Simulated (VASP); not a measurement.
# HfB5 (P6/mmm) in VASP: further runs, part 2 of 2

VASP 6.6.1. The steps go on from the part before.

**4. Single point, PBE**

The input, INCAR:

```
SYSTEM = HfB5
ALGO = Normal ; EDIFF = 1E-6
ENCUT = 520 ; GGA = PE
ISIF = 2 ; ISMEAR = 0
LASPH = .True. ; LCHARG = .True.
LELF = .True. ; LREAL = .False.
LVHAR = .True. ; LWAVE = .False.
NBANDS = 22 ; NELM = 80
PREC = Accurate ; SIGMA = 0.1
```

The input, KPOINTS:

```
k-points
0
Gamma
  12 12 12
  0 0 0
```

The input, POSCAR:

```
HfB5
1.0
    4.3306579884      0.0000000000      0.0000000000
   -2.1653289942      3.7504598330      0.0000000000
    0.0000000000      0.0000000000      2.9423631074
Hf B
1 5
Direct
    0.0000000000      0.0000000000      0.0000000000
    0.3333333333      0.6666666667      0.0000000000
    0.6666666667      0.3333333333      0.0000000000
    0.5000000000      0.0000000000      0.5000000000
    0.5000000000      0.5000000000      0.5000000000
    0.0000000000      0.5000000000      0.5000000000
```

Potentials or basis: VASP PAW PBE potentials, release 64 (Hf_pv, B).

Run with:

```bash
> cat potpaw_PBE.64/Hf_pv/POTCAR potpaw_PBE.64/B/POTCAR > POTCAR
> mpirun -np 1 vasp_std > vasp.out
```

OUTCAR:

```text
SYSTEM = HfB5
   EDIFF = 1E-6
   ENCUT = 520
   GGA = PE
   ISIF = 2
   ISMEAR = 0
   LASPH = .True.
   LREAL = .False.
   NELM = 80
   PREC = Accurate

 ion  position               nearest neighbor table
   1  0.000  0.000  0.000-   2 2.50   3 2.50   2 2.50   3 2.50   3 2.50   2 2.50   5 2.62   6 2.62
                             5 2.62   6 2.62   6 2.62   6 2.62   5 2.62   5 2.62   4 2.62   4 2.62
   2  0.333  0.667  0.000-   4 1.93   4 1.93   6 1.93   6 1.93   5 1.93   5 1.93   1 2.50   1 2.50
                             1 2.50
   3  0.667  0.333  0.000-   4 1.93   4 1.93   6 1.93   6 1.93   5 1.93   5 1.93   1 2.50   1 2.50
                             1 2.50
   4  0.500  0.000  0.500-   2 1.93   3 1.93   2 1.93   3 1.93   5 2.17   6 2.17   5 2.17   6 2.17
                             1 2.62   1 2.62   1 2.62   1 2.62
   5  0.500  0.500  0.500-   2 1.93   3 1.93   2 1.93   3 1.93   4 2.17   4 2.17   6 2.17   6 2.17
                             1 2.62   1 2.62   1 2.62   1 2.62
   6  0.000  0.500  0.500-   2 1.93   3 1.93   2 1.93   3 1.93   4 2.17   4 2.17   5 2.17   5 2.17
                             1 2.62   1 2.62   1 2.62   1 2.62

  LATTYP: Found a hexagonal cell.
 ALAT       =     4.3306579884
 C/A-ratio  =     0.6794263401

  Lattice vectors:

 A1 = (   4.3306579884,   0.0000000000,   0.0000000000)
[... 184 lines left out ...]

 E-fermi :   8.7633     XC(G=0): -12.7483

 val. band max:        8.7386226273   @ k =   0.4167   0.0833   0.0833
 cond. band min:       8.7646406383   @ k =   0.3333   0.3333   0.3333
 fundamental gap:      0.0260180111
 Fermi energy:         8.7632516121

 k-point     1 :       0.0000    0.0000    0.0000
  band No.  band energies     occupation
      1     -22.0518      2.00000
      2     -22.0518      2.00000
      3     -21.5054      2.00000
      4      -7.5145      2.00000
      5      -1.3811      2.00000
      6      -0.0635      2.00000
[... 589 lines left out ...]
     21      15.6688      0.00000
     22      16.0792      0.00000

 [... further k-points ...]
[... 5 lines left out ...]
  --------------------------------------------------------------------------------------
  -------------------------------------------------------------------------------------
  Total       -0.1269045     -0.1269045     -0.1634370      0.0000000      0.0000000      0.0000000
  in kB       -4.2545416     -4.2545416     -5.4793139      0.0000000      0.0000000      0.0000000
  external PRESSURE =      -4.6627990 kB  Pullay stress =       0.0000000 kB

 VOLUME and BASIS-vectors are now :
 -----------------------------------------------------------------------------
  energy-cutoff  :      520.00
  volume of cell :       47.79
      direct lattice vectors                 reciprocal lattice vectors
     4.330657988  0.000000000  0.000000000     0.230911793  0.133316986  0.000000000
    -2.165328994  3.750459833  0.000000000     0.000000000  0.266633971  0.000000000
     0.000000000  0.000000000  2.942363107     0.000000000  0.000000000  0.339862880

 POSITION                                       TOTAL-FORCE (eV/Angst)
 -----------------------------------------------------------------------------------
      0.00000      0.00000      0.00000         0.000000     -0.000000     -0.000000
     -0.00000      2.50031      0.00000        -0.000000      0.000000     -0.000000
      2.16533      1.25015      0.00000         0.000000     -0.000000      0.000000
      2.16533      0.00000      1.47118         0.000000     -0.000000     -0.000000
      1.08266      1.87523      1.47118         0.000000     -0.000000     -0.000000
     -1.08266      1.87523      1.47118        -0.000000     -0.000000     -0.000000
 -----------------------------------------------------------------------------------
    total drift:                                0.000000     -0.000000     -0.000000

  FREE ENERGIE OF THE ION-ELECTRON SYSTEM (eV)
  ---------------------------------------------------
  free  energy   TOTEN  =       -40.6819383746 eV

  energy  without entropy=      -40.6748269185  energy(sigma->0) =      -40.67838265
```

OSZICAR:

```text
N       E                     dE             d eps       ncg     rms          rms(c)
DAV:   1     0.589924638735E+02    0.58992E+02   -0.12061E+04  5852   0.105E+03
DAV:   2    -0.391681522730E+02   -0.98161E+02   -0.93912E+02  7190   0.242E+02
DAV:   3    -0.428334684990E+02   -0.36653E+01   -0.36140E+01  8144   0.348E+01
DAV:   4    -0.428546878320E+02   -0.21219E-01   -0.21191E-01  7334   0.269E+00
DAV:   5    -0.428548265869E+02   -0.13875E-03   -0.13873E-03  7580   0.213E-01    0.472E+01
DAV:   6    -0.406845159745E+02    0.21703E+01   -0.58713E+00  7214   0.108E+01    0.356E+01
DAV:   7    -0.406900125171E+02   -0.54965E-02   -0.56328E-01  7254   0.394E+00    0.148E+01
DAV:   8    -0.406838117863E+02    0.62007E-02   -0.47134E-02  7656   0.106E+00    0.203E+00
DAV:   9    -0.406820708015E+02    0.17410E-02   -0.86211E-03  7722   0.428E-01    0.735E-01
DAV:  10    -0.406819359276E+02    0.13487E-03   -0.53775E-04  7296   0.129E-01    0.163E-01
DAV:  11    -0.406819400218E+02   -0.40943E-05   -0.31088E-05  7296   0.348E-02    0.500E-02
DAV:  12    -0.406819382254E+02    0.17965E-05   -0.44497E-06  7238   0.108E-02    0.390E-02
DAV:  13    -0.406819383746E+02   -0.14922E-06   -0.31356E-07  4132   0.347E-03
   1 F= -.40681938E+02 E0= -.40678383E+02  d E =-.711146E-02
```

It took 98 s on 1 thread of Intel Xeon 6975P-C, shared host; peak memory 0.25 GiB.

Results:

- Free energy: -40.6819 eV
- Pressure: -0.5 GPa

Stress tensor (GPa, compression positive):
```
-0.43  0.00  0.00
 0.00 -0.43  0.00
 0.00  0.00 -0.55
```

Caveat: spin-orbit coupling is left out, which moves the levels of the heavy elements.

**5. The runs side by side**

| cell | k mesh | gap on the mesh (eV) | pressure (GPa) |
| --- | --- | --- | --- |
| a = 4.325, b = 4.325, c = 2.945 Å, angles 90.0, 90.0, 120.0°, 6 atoms | 6 × 6 × 6 | none | -0.4 |
| a = 4.474, b = 4.474, c = 3.646 Å, angles 90.0, 90.0, 120.0°, 6 atoms | 6 × 6 × 6 | none | -36.6 |
| a = 4.331, b = 4.331, c = 2.942 Å, angles 90.0, 90.0, 120.0°, 6 atoms | 12 × 12 × 12 | none | -0.5 |

Alike in all rows: task single point; level PBE; potentials or basis VASP PAW PBE potentials, release 64 (Hf_pv, B); no spin polarisation; cutoff (eV) 520; smearing gaussian 0.1 eV.

Caveats: spin-orbit coupling is left out, which moves the levels of the heavy elements.

Total energies depend on the potentials used, so only differences within one code and one set of settings carry meaning.
